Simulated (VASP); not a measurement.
# WC (Fm-3m) in VASP: a series of runs

The runs below take WC through single point, with r2SCAN.

Program: VASP 6.6.1. These are calculated values, not measurements. Logs are shortened: lines on timing, memory, paths and dates and some standing lists are left out, and cuts for length are marked.

## 1. The cell of the first run

It takes space group Fm-3m (No. 225, cubic). The conventional cell has a = 4.499 Å, b = 4.499 Å, c = 4.499 Å, α = 90.00°, β = 90.00°, γ = 90.00°. W (site symmetry m-3m) has 6 C at 2.25 Å within 3.0 Å. Within 3.0 Å of C (site symmetry m-3m) lie 6 W at 2.25 Å.

## 2. Single point, r2SCAN

POSCAR reads:

```
WC
1.0
    0.0000000000      2.2496621392      2.2496621392
    2.2496621392      0.0000000000      2.2496621392
    2.2496621392      2.2496621392      0.0000000000
W C
1 1
Direct
    0.0000000000      0.0000000000      0.0000000000
    0.5000000000      0.5000000000      0.5000000000
```

INCAR.step1 reads:

```
  PREC = Accurate
  ENCUT = 520
  ISMEAR = 0
  SIGMA = 0.05
  LREAL = False
  LASPH = True
  NELM = 80
  NBANDS = 16
  GGA = PE
  ALGO = Normal
  EDIFF = 1E-4
  LWAVE = True
  LCHARG = False
```

INCAR.step2 reads:

```
  PREC = Accurate
  ENCUT = 520
  EDIFF = 1E-6
  ISMEAR = 0
  SIGMA = 0.05
  LREAL = False
  LASPH = True
  NELM = 80
  ALGO = Normal
  ISIF = 2
  LWAVE = False
  LCHARG = True
  METAGGA = R2SCAN
  LMIXTAU = True
  LELF = True
  LVHAR = True
  NBANDS = 16
  ISTART = 1
```

KPOINTS reads:

```
regular mesh
0
Gamma
  11 11 11
```

Potentials or basis: VASP PAW PBE potentials, release 64 (W_sv, C).

Run with:

```console
$ cat potpaw_PBE.64/W_sv/POTCAR potpaw_PBE.64/C/POTCAR > POTCAR
$ cp INCAR.step1 INCAR
$ mpirun -np 1 vasp_std > vasp.out
$ cp INCAR.step2 INCAR
$ mpirun -np 1 vasp_std > vasp.out
```

OUTCAR:

```text
PREC = Accurate
   ENCUT = 520
   EDIFF = 1E-6
   ISMEAR = 0
   LREAL = False
   LASPH = True
   NELM = 80
   ISIF = 2
   METAGGA = R2SCAN
   ISTART = 1

 ion  position               nearest neighbor table
   1  0.000  0.000  0.000-   2 2.25   2 2.25   2 2.25   2 2.25   2 2.25   2 2.25
   2  0.500  0.500  0.500-   1 2.25   1 2.25   1 2.25   1 2.25   1 2.25   1 2.25

  LATTYP: Found a face centered cubic cell.
 ALAT       =     4.4993242784

  Lattice vectors:

 A1 = (   0.0000000000,   2.2496621392,   2.2496621392)
 A2 = (   2.2496621392,   0.0000000000,   2.2496621392)
 A3 = (   2.2496621392,   2.2496621392,   0.0000000000)

Analysis of symmetry for initial positions (statically):
=====================================================================
 Subroutine PRICEL returns:
 Original cell was already a primitive cell.

 Routine SETGRP: Setting up the symmetry group for a
 face centered cubic supercell.

 Subroutine GETGRP returns: Found 48 space group operations
 (whereof 48 operations were pure point group operations)
 out of a pool of 48 trial point group operations.

The static configuration has the point symmetry O_h .

Analysis of symmetry for dynamics (positions and initial velocities):
=====================================================================
 Subroutine PRICEL returns:
 Original cell was already a primitive cell.

 Routine SETGRP: Setting up the symmetry group for a
 face centered cubic supercell.

 Subroutine GETGRP returns: Found 48 space group operations
 (whereof 48 operations were pure point group operations)
 out of a pool of 48 trial point group operations.

The dynamic configuration has the point symmetry O_h .

 Subroutine INISYM returns: Found 48 space group operations
 (whereof 48 operations are pure point group operations),
 and found     1 'primitive' translations

----------------------------------------------------------------------------------------

                                     Primitive cell

  volume of cell :      22.7710

  direct lattice vectors                    reciprocal lattice vectors
     0.000000000  2.249662139  2.249662139    -0.222255596  0.222255596  0.222255596
     2.249662139  0.000000000  2.249662139     0.222255596 -0.222255596  0.222255596
     2.249662139  2.249662139  0.000000000     0.222255596  0.222255596 -0.222255596

  length of vectors
     3.181502708  3.181502708  3.181502708     0.384957985  0.384957985  0.384957985

  position of ions in fractional coordinates (direct lattice)
     0.000000000  0.000000000  0.000000000
     0.500000000  0.500000000  0.500000000

  ion indices of the primitive-cell ions
   primitive index   ion index
                 1           1
                 2           2

----------------------------------------------------------------------------------------

 KPOINTS: regular mesh

Automatic generation of k-mesh.
 Grid dimensions read from file:
 generate k-points for:   11   11   11

 Generating k-lattice:

  Cartesian coordinates                     Fractional coordinates (reciprocal lattice)
    -0.020205054  0.020205054  0.020205054     0.090909091  0.000000000  0.000000000
     0.020205054 -0.020205054  0.020205054     0.000000000  0.090909091  0.000000000
     0.020205054  0.020205054 -0.020205054     0.000000000  0.000000000  0.090909091

  Length of vectors
     0.034996180  0.034996180  0.034996180

  Shift w.r.t. Gamma in fractional coordinates (k-lattice)
     0.000000000  0.000000000  0.000000000

 Subroutine IBZKPT returns following result:
 ===========================================

 Found     56 irreducible k-points:

 Following reciprocal coordinates:
            Coordinates               Weight
  0.000000  0.000000  0.000000      1.000000
  0.090909  0.000000  0.000000      8.000000
  0.181818  0.000000  0.000000      8.000000
  0.272727  0.000000  0.000000      8.000000
  0.363636  0.000000  0.000000      8.000000
  0.454545  0.000000  0.000000      8.000000
[... 16 lines left out ...]
 -0.272727  0.181818  0.000000     24.000000
 -0.181818  0.181818  0.000000     12.000000
 [... further k-points ...]
   k-points           NKPTS =     56   k-points in BZ     NKDIM =     56   number of bands    NBANDS=     16
   number of dos      NEDOS =    301   number of ions     NIONS =      2
   total plane-waves  NPLWV =  13824
   dimension x,y,z NGX =    24 NGY =   24 NGZ =   24
   dimension x,y,z NGXF=    48 NGYF=   48 NGZF=   48
   ions per type =               1   1
   NGX,Y,Z   is equivalent  to a cutoff of  12.54, 12.54, 12.54 a.u.
   NGXF,Y,Z  is equivalent  to a cutoff of  25.08, 25.08, 25.08 a.u.
 SYSTEM =  unknown system
   PREC   = accura    normal or accurate (medium, high low for compatibility)
   ISTART =      1    job   : 0-new  1-cont  2-samecut
   ICHARG =      0    charge: 1-file 2-atom 10-const
   ISPIN  =      1    spin polarized calculation?
   LNONCOLLINEAR =      F non collinear calculations
   LSORBIT =      F    spin-orbit coupling
   LASPH  =      T    aspherical Exc in radial PAW
   ENCUT  =  520.0 eV  38.22 Ry    6.18 a.u.   5.92  5.92  5.92*2*pi/ulx,y,z
   NELM   =     80;   NELMIN=  2; NELMDL=  0     # of ELM steps
   EDIFF  = 0.1E-05   stopping-criterion for ELM
   LREAL  =      F    real-space projection
   EDIFFG = 0.1E-04   stopping-criterion for IOM
   NSW    =      0    number of steps for IOM
   IBRION =     -1    ionic relax: 0-MD 1-quasi-New 2-CG
   NFREE  =      0    steps in history (QN), initial steepest desc. (CG)
   ISIF   =      2    stress and relaxation
   ISYM   =      2    0-nonsym 1-usesym 2-fastsym
   POTIM  = 0.5000    time-step for ionic-motion
   TEBEG  =    0.0;   TEEND  =   0.0 temperature during run
   PSTRESS=    0.0 pullay stress
   NELECT =      18.0000    total number of electrons
   NUPDOWN=      -1.0000    fix difference up-down
   EMIN   =  10.00;   EMAX   =-10.00  energy-range for DOS
   EFERMI =   0.00;   METHOD = LEGACY
   ISMEAR =     0;   SIGMA  =   0.05  broadening in eV -4-tet -1-fermi 0-gaus
   EFERMI_NEDOS =   21; number of points for ismear=-14 and -15
   IALGO  =     38    algorithm
   IMIX   =      4    mixing-type and parameters
     AMIX     =   0.40;   BMIX     =  1.00
     AMIX_MAG =   1.60;   BMIX_MAG =  1.00
  volume/ion in A,a.u.               =      11.39        76.83
  Fermi-wavevector in a.u.,A,eV,Ry     =   1.513695  2.860469 31.174654  2.291272
  Thomas-Fermi vector in A             =   2.623452
   LORBIT       =      0    0 simple, 1 ext, 2 COOP (PROOUT), +10 PAW based schemes
   METAGGA = R2SCAN    functional components
   LHFCALC =     F    Hartree Fock is set to
   AEXX    =    0.0000 exact exchange contribution
   IVDW    =     0    specifies the selected vdW correction
   LEPSILON=     F    determine dielectric tensor
   LRPA    =     F    only Hartree local field effects (RPA)
 non-spin polarized calculation
 Gauss-broadening in eV      SIGMA  =   0.05
  energy-cutoff  :      520.00
  volume of cell :       22.77
 maximum number of plane-waves:       624
   NGX = 11   NGY = 11   NGZ = 11

 number of electron      17.9999998 magnetization

 Free energy of the ion-electron system (eV)
  ---------------------------------------------------
  ext. energy  EPLUGINS =         0.00000000
  ---------------------------------------------------
  free energy    TOTEN  =       -60.43943146 eV

  energy without entropy =      -60.43793111  energy(sigma->0) =      -60.43868128

 E-fermi :  11.2737     XC(G=0): -14.3557

 val. band max:       11.2568000636   @ k =  -0.2727   0.4545   0.1818
 cond. band min:      11.2863393091   @ k =  -0.0909   0.0909   0.0000
 fundamental gap:      0.0295392454
 Fermi energy:        11.2737109554

 k-point     1 :       0.0000    0.0000    0.0000
  band No.  band energies     occupation
      1     -66.2549      2.00000
      2     -29.5960      2.00000
      3     -29.5960      2.00000
      4     -29.5960      2.00000
      5      -4.7534      2.00000
      6       8.7030      2.00000
[... 8 lines left out ...]
     15      21.9520      0.00000
     16      33.7112      0.00000

 k-point     2 :       0.0909    0.0000    0.0000
  band No.  band energies     occupation
      1     -66.2526      2.00000
      2     -29.6339      2.00000
      3     -29.6001      2.00000
      4     -29.6001      2.00000
      5      -4.5391      2.00000
      6       7.9129      2.00000
[... 8 lines left out ...]
     15      22.4213      0.00000
     16      31.7027      0.00000

 k-point     3 :       0.1818    0.0000    0.0000
  band No.  band energies     occupation
      1     -66.2466      2.00000
      2     -29.7345      2.00000
      3     -29.6112      2.00000
      4     -29.6112      2.00000
      5      -3.9241      2.00000
      6       6.4058      2.00000
[... 8 lines left out ...]
     15      23.4273      0.00000
     16      29.1933      0.00000

 k-point     4 :       0.2727    0.0000    0.0000
  band No.  band energies     occupation
      1     -66.2388      2.00000
      2     -29.8637      2.00000
      3     -29.6257      2.00000
      4     -29.6257      2.00000
      5      -2.9884      2.00000
      6       4.7698      2.00000
[... 8 lines left out ...]
     15      23.7547      0.00000
     16      27.4012      0.00000

 k-point     5 :       0.3636    0.0000    0.0000
  band No.  band energies     occupation
      1     -66.2316      2.00000
      2     -29.9801      2.00000
      3     -29.6390      2.00000
      4     -29.6390      2.00000
      5      -1.8609      2.00000
      6       3.2154      2.00000
[... 8 lines left out ...]
     15      24.2689      0.00000
     16      24.9634      0.00000

 k-point     6 :       0.4545    0.0000    0.0000
  band No.  band energies     occupation
      1     -66.2273      2.00000
      2     -30.0482      2.00000
      3     -29.6468      2.00000
      4     -29.6468      2.00000
      5      -0.8179      2.00000
      6       1.9814      2.00000
[... 8 lines left out ...]
     15      23.3621      0.00000
     16      23.3621      0.00000

 k-point     7 :       0.0909    0.0909    0.0000
  band No.  band energies     occupation
      1     -66.2518      2.00000
      2     -29.6312      2.00000
      3     -29.6092      2.00000
      4     -29.6092      2.00000
      5      -4.4729      2.00000
      6       7.5914      2.00000
[... 8 lines left out ...]
     15      22.5882      0.00000
     16      31.5918      0.00000

 k-point     8 :       0.1818    0.0909    0.0000
  band No.  band energies     occupation
      1     -66.2471      2.00000
      2     -29.7059      2.00000
      3     -29.6243      2.00000
      4     -29.6163      2.00000
      5      -4.0084      2.00000
      6       6.2691      2.00000
[... 8 lines left out ...]
     15      23.4843      0.00000
     16      29.0818      0.00000

 k-point     9 :       0.2727    0.0909    0.0000
  band No.  band energies     occupation
      1     -66.2399      2.00000
      2     -29.8228      2.00000
      3     -29.6408      2.00000
      4     -29.6289      2.00000
      5      -3.2116      2.00000
      6       4.9575      2.00000
[... 8 lines left out ...]
     15      23.9738      0.00000
     16      27.1047      0.00000
[... 172 lines left out ...]
 k-point    19 :       0.3636    0.1818    0.0000
  band No.  band energies     occupation
      1     -66.2311      2.00000
      2     -29.9032      2.00000
      3     -29.6843      2.00000
      4     -29.6796      2.00000
      5      -2.4323      2.00000
      6       3.8956      2.00000
[... 8 lines left out ...]
     15      22.9999      0.00000
     16      25.8740      0.00000

 k-point    20 :       0.4545    0.1818    0.0000
  band No.  band energies     occupation
      1     -66.2256      2.00000
      2     -29.9785      2.00000
      3     -29.7127      2.00000
      4     -29.6837      2.00000
      5      -1.6644      2.00000
      6       3.2096      2.00000
[... 8 lines left out ...]
     15      22.2621      0.00000
     16      25.3040      0.00000

 k-point    21 :      -0.4545    0.1818    0.0000
  band No.  band energies     occupation
      1     -66.2232      2.00000
      2     -30.0087      2.00000
      3     -29.7377      2.00000
      4     -29.6759      2.00000
      5      -1.1467      2.00000
      6       2.6787      2.00000
[... 8 lines left out ...]
     15      22.8880      0.00000
     16      24.7431      0.00000

 k-point    22 :      -0.3636    0.1818    0.0000
  band No.  band energies     occupation
      1     -66.2247      2.00000
      2     -29.9872      2.00000
      3     -29.7489      2.00000
      4     -29.6587      2.00000
      5      -1.2516      2.00000
      6       2.7389      2.00000
[... 8 lines left out ...]
     15      23.5802      0.00000
     16      24.2162      0.00000

 k-point    23 :      -0.2727    0.1818    0.0000
  band No.  band energies     occupation
      1     -66.2295      2.00000
      2     -29.9253      2.00000
      3     -29.7378      2.00000
      4     -29.6376      2.00000
      5      -1.9357      2.00000
      6       3.4617      2.00000
[... 8 lines left out ...]
     15      23.8878      0.00000
     16      24.2505      0.00000

 k-point    24 :      -0.1818    0.1818    0.0000
  band No.  band energies     occupation
      1     -66.2361      2.00000
      2     -29.8493      2.00000
      3     -29.7001      2.00000
      4     -29.6191      2.00000
      5      -2.7781      2.00000
      6       4.5156      2.00000
[... 8 lines left out ...]
     15      24.1839      0.00000
     16      24.7755      0.00000

 [... further k-points ...]

------------------------ aborting loop because EDIFF is reached ----------------------------------------

  FORCE on cell =-STRESS in cart. coord.  units (eV):
  Direction    XX          YY          ZZ          XY          YZ          ZX
  --------------------------------------------------------------------------------------
  -------------------------------------------------------------------------------------
  Total       -3.8830092     -3.8830092     -3.8830092      0.0000000      0.0000000      0.0000000
  in kB     -273.2103282   -273.2103282   -273.2103282      0.0000000      0.0000000      0.0000000
  external PRESSURE =    -273.2103282 kB  Pullay stress =       0.0000000 kB

 VOLUME and BASIS-vectors are now :
 -----------------------------------------------------------------------------
  energy-cutoff  :      520.00
  volume of cell :       22.77
      direct lattice vectors                 reciprocal lattice vectors
     0.000000000  2.249662139  2.249662139    -0.222255596  0.222255596  0.222255596
     2.249662139  0.000000000  2.249662139     0.222255596 -0.222255596  0.222255596
     2.249662139  2.249662139  0.000000000     0.222255596  0.222255596 -0.222255596

 POSITION                                       TOTAL-FORCE (eV/Angst)
 -----------------------------------------------------------------------------------
      0.00000      0.00000      0.00000        -0.000000      0.000000     -0.000000
      2.24966      2.24966      2.24966         0.000000     -0.000000      0.000000
 -----------------------------------------------------------------------------------
    total drift:                                0.000000     -0.000000     -0.000000

  FREE ENERGIE OF THE ION-ELECTRON SYSTEM (eV)
  ---------------------------------------------------
  free  energy   TOTEN  =       -60.4394314596 eV

  energy  without entropy=      -60.4379311067  energy(sigma->0) =      -60.43868128
```

It took 29 s on 1 thread of Intel Xeon 6975P-C (Granite Rapids), shared host; peak memory 0.15 GiB.

Results:

| Property | Result |
| --- | --- |
| Free energy | -60.4394 eV |
| Pressure | -27.3 GPa |
| Band gap on the k mesh | zero (bands 9 and 10 overlap by 2.85 eV) |

Caveat: the cell stands under tension; the PAW data sets were made with another functional, which shifts forces and pressure a little; spin-orbit coupling is left out, which moves the levels of the heavy elements.

## 3. Single point, r2SCAN

This run uses another cell than the first one, of 11.81 Å³/atom.

POSCAR reads:

```
WC
1.0
    0.0000000000      2.2770997474      2.2770997474
    2.2770997474      0.0000000000      2.2770997474
    2.2770997474      2.2770997474      0.0000000000
W C
1 1
Direct
    0.0000000000      0.0000000000      0.0000000000
    0.5000000000      0.5000000000      0.5000000000
```

Changes to INCAR.step1 since step 2:

```diff
@@ -6,3 +6,3 @@
   LASPH = True
-  NELM = 80
+  NELM = 100
   NBANDS = 16
```

INCAR.step2 reads:

```
  PREC = Accurate
  ENCUT = 520
  EDIFF = 1E-7
  ISMEAR = 0
  SIGMA = 0.05
  LREAL = False
  LASPH = True
  NELM = 100
  ALGO = Normal
  ISIF = 2
  LWAVE = False
  LCHARG = False
  METAGGA = R2SCAN
  LMIXTAU = True
  NBANDS = 16
  ISTART = 1
```

KPOINTS is that of step 2.

Potentials or basis: VASP PAW PBE potentials, release 64 (W_sv, C).

Run with:

```console
$ cat potpaw_PBE.64/W_sv/POTCAR potpaw_PBE.64/C/POTCAR > POTCAR
$ cp INCAR.step1 INCAR
$ mpirun -np 1 vasp_std > vasp.out
$ cp INCAR.step2 INCAR
$ mpirun -np 1 vasp_std > vasp.out
```

Wall time 33 s (1 thread of Intel Xeon 6975P-C (Granite Rapids), shared host); peak memory 0.15 GiB.

It converged, with:

```
Free energy            : -60.2728 eV
Pressure               : -35.8 GPa
Band gap on the k mesh : zero (bands 9 and 10 overlap by 2.69 eV)
```

Levels at points of the mesh, in eV from the Fermi level:
| k point | band 5 | band 6 | band 7 | band 8 | band 9 | band 10 | band 11 | band 12 | band 13 | band 14 |
| --- | --- | --- | --- | --- | --- | --- | --- | --- | --- | --- |
| (0.00, 0.00, 0.00) | -15.70 | -2.44 | -2.44 | -2.44 | -0.95 | -0.95 | -0.95 | -0.93 | -0.93 | 5.75 |

Caveat: the cell stands under tension; the PAW data sets were made with another functional, which shifts forces and pressure a little; spin-orbit coupling is left out, which moves the levels of the heavy elements.
